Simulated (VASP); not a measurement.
Input of a VASP 6.6.1 run:

POSCAR

```
CdSe
1.0
    4.2785000000      0.0000000000      0.0000000000
   -2.1392500000      3.7052894550      0.0000000000
    0.0000000000      0.0000000000      7.0200000000
Cd Se
2 2
Direct
    0.3333333333      0.6666666667      0.0000000000
    0.6666666667      0.3333333333      0.5000000000
    0.3333333333      0.6666666667      0.3850000000
    0.6666666667      0.3333333333      0.8850000000
```

Contents of INCAR.step1:

```
SYSTEM = CdSe
ALGO = Normal
EDIFF = 1E-5
ENCUT = 550
GGA = PE
GGA_COMPAT = .False.
ISMEAR = -1
LASPH = .True.
LCHARG = .False.
LREAL = .False.
LWAVE = .True.
NBANDS = 26
NELM = 120
PREC = Accurate
SIGMA = 0.02
```

File INCAR.step2:

```
SYSTEM = CdSe
ALGO = Normal
EDIFF = 1E-6
ENCUT = 550
GGA_COMPAT = .False.
ISIF = 2
ISMEAR = -1
ISTART = 1
LASPH = .True.
LCHARG = .False.
LMIXTAU = .True.
LREAL = .False.
LWAVE = .False.
METAGGA = R2SCAN
NBANDS = 26
NELM = 120
PREC = Accurate
SIGMA = 0.02
```

KPOINTS

```
k-points
0
Gamma
  5 5 3
  0 0 0
```

Potentials or basis: VASP PAW PBE potentials, release 64 (Cd, Se).

Command:

```console
$ cat potpaw_PBE.64/Cd/POTCAR potpaw_PBE.64/Se/POTCAR > POTCAR
$ cp INCAR.step1 INCAR
$ mpirun -np 1 vasp_std > vasp.out
$ cp INCAR.step2 INCAR
$ mpirun -np 1 vasp_std > vasp.out
```

Question: Estimate the band gap on the k mesh.

Answer: 1.20 eV.

Question: What does it give for the pressure?

Answer: 2.5 GPa.

Stress tensor (GPa, compression positive):
```
3.42 0.00 0.00
0.00 3.42 0.00
0.00 0.00 0.67
```

Caveat: the PAW data sets were made with another functional, which shifts forces and pressure a little. r2SCAN opens gaps a little over a GGA but as a rule still falls short of measured ones.
